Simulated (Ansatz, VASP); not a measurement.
## Two plane-wave programs on Ag

```
CELL_PARAMETERS angstrom
2.93000 0.00000 0.00000
-1.46500 2.53745 0.00000
0.00000 0.00000 5.17320
ATOMIC_POSITIONS crystal
Ag 0.33333 0.66667 0.25000
Ag 0.66667 0.33333 0.75000
```

Change from the starting cell: strain +0.000 along x and y, +0.080 along z, atoms carried along.

Alike in both runs: task single point; functional PBEsol; k mesh 18 × 18 × 10; occupations gaussian, width 0.15 eV; no spin polarisation.

|  | VASP | Ansatz |
| --- | --- | --- |
| version | VASP 6.6.1 | Ansatz 0.2.0 |
| potentials or method | VASP PAW PBE potentials, release 64 (Ag), cutoff 520 eV | scalar-relativistic, plane waves, PAW |
| valence electrons in the cell | 22 | 38 |

|  | VASP | Ansatz | Ansatz less VASP |
| --- | --- | --- | --- |
| gap on the k mesh at the Fermi level (eV) | none | none | - |
| pressure (GPa) | -10.7 | -10.6 | +0.07 |
| traceless stress, the component that is largest in VASP (GPa) | -2.69 | -2.70 | -0.016 |

VASP's potentials were made for PBE, not for PBEsol. A gap of «none» marks a metal or a gap that the smearing closes. The functional is the same, so the differences come from potentials, cutoffs and numerics. VASP's potentials hold 22 valence electrons a cell and Ansatz's 38, so a difference there can come from the potentials and not from the codes.
